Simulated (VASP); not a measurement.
Write the native input for VASP 6.6.1 that does the following.

```yaml
Task: single point
Functional: PBE
Potentials_or_basis: VASP PAW PBE potentials, release 64 (K_sv, I)
Cutoff: 520 eV
k_mesh: 6 × 6 × 4
Occupations: gaussian, width 0.01 eV
Spin: no spin polarisation
Dipole_correction: no
Further_INCAR_settings: ALGO = Normal; EDIFF = 1e-07; NBANDS = 24
```

The structure of KI lies in POSCAR:

```
KI
1.0
    2.5343959109     -4.3877651827      0.0000000000
    2.5343959109      4.3877651827      0.0000000000
    0.0000000000      0.0000000000      8.8495396703
K I
2 2
Direct
    0.5000000000      0.5000000000      0.5000000000
    0.5000000000      0.5000000000      0.0000000000
    0.8332197538      0.1667802462      0.2500000000
    0.1667802462      0.8332197538      0.7500000000
```

This cell differs from its parent crystal: volume changed by +6%.

One way to write it, as run:

INCAR

```
PREC = Accurate
ENCUT = 520
EDIFF = 1E-7
ISMEAR = 0
SIGMA = 0.01
LREAL = F
LASPH = T
NELM = 80
ALGO = Normal
ISIF = 2
LWAVE = F
LCHARG = F
GGA = PE
NBANDS = 24
```

KPOINTS

```
Automatic mesh
0
Gamma
  6 6 4
```

Potentials or basis: VASP PAW PBE potentials, release 64 (K_sv, I).

Run with:

```sh
$ cat potpaw_PBE.64/K_sv/POTCAR potpaw_PBE.64/I/POTCAR > POTCAR
$ mpirun -np 1 vasp_std > vasp.out
```

It gave:

```yaml
Pressure: -0.5 GPa
Band_gap_on_the_k_mesh: 3.65 eV, direct
```

Caveat: spin-orbit coupling is left out, which moves the levels of the heavy elements.

Wall time 5.9 min on 1 thread of Oxide Virtual Turin-like Processor, on a shared host, peak memory 0.38 GiB.
